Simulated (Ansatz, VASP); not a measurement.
This is a calculation of MnO for Ansatz 0.2.0.

File input.yaml:

```yaml
crystal:
  lattice:
    - [0.0, 2.2239077028, 2.2239077028]
    - [2.2239077028, 0.0, 2.2239077028]
    - [2.2239077028, 2.2239077028, 0.0]
  atoms:
    - { symbol: Mn, position: [0.0, 0.0, 0.0], spin: 4.0 }
    - { symbol: O, position: [0.5, 0.5, 0.5] }
kpoints:
  mp_grid: { grid: [10, 10, 10] }
scf:
  occupations: { method: fermi_dirac, width: 0.05 }
hamiltonian:
  xc: blyp
  dispersion: d4
  pseudopotentials: { kind: all_electron, lapw: { basis_error: 0.001 } }
magnetization:
  spin_polarized: true
output:
  forces: true
  stress: true
relax:
  f_tol: 0.02
  max_steps: 60
  cell: {}
```

Potentials or basis: all-electron LAPW, scalar-relativistic.

Run with:

```sh
$ ansatz run input.yaml --threads 2 --pin off --max-ram 6144MiB --backend cpu --events-out ev --progress --plain --runs-dir out
```

Question: Translate it to VASP 6.6.1. Potentials there: VASP PAW PBE potentials, release 64 (Mn_pv, O).

Answer: As run (the cutoff follows the program's own potentials):

Contents of INCAR:

```
AGGAC = 1.0
AGGAX = 1.0
ALDAC = 0.0
ALDAX = 1.0
ALGO = Normal
EDIFF = 1E-6
EDIFFG = -0.02
ENCUT = 600
GGA = B5
IBRION = 2
ISIF = 3
ISMEAR = -1
ISPIN = 2
IVDW = 13
LASPH = T
LCHARG = F
LMAXMIX = 4
LORBIT = 11
LREAL = F
LWAVE = F
MAGMOM = 4 0
NELM = 150
NSW = 80
PREC = Accurate
SIGMA = 0.05
VDW_A1 = 0.44488865
VDW_A2 = 4.0933009
VDW_S6 = 1.0
VDW_S8 = 2.34076671
```

The input KPOINTS:

```
k-points
0
Gamma
  10 10 10
```

POSCAR

```
MnO
1.0
    0.0000000000      2.2239077028      2.2239077028
    2.2239077028      0.0000000000      2.2239077028
    2.2239077028      2.2239077028      0.0000000000
Mn O
1 1
Direct
    0.0000000000      0.0000000000      0.0000000000
    0.5000000000      0.5000000000      0.5000000000
```

Potentials or basis: VASP PAW PBE potentials, release 64 (Mn_pv, O).

Launch:

```console
$ cat potpaw_PBE.64/Mn_pv/POTCAR potpaw_PBE.64/O/POTCAR > POTCAR
$ mpirun -np 1 vasp_std > vasp.out
```

Both were run:

|  | VASP | Ansatz | Ansatz less VASP |
| --- | --- | --- | --- |
| net moment per atom (μB) | 2.28 | 2.29 | +0.003 |
| size of the moment on the site where the two differ most (μB) | 4.17 | 4.12 | -0.045 |
| relaxed volume (Å³/atom) | 10.60 | 10.62 | +0.016 |
| relaxed cell length with the largest relative difference (Å) | 3.107 | 3.108 | +0.0015 |

VASP's potentials were made for PBE, not for BLYP. Site moments also hang on the region over which each program counts them. Ansatz ran all-electron here, and VASP with PAW potentials.
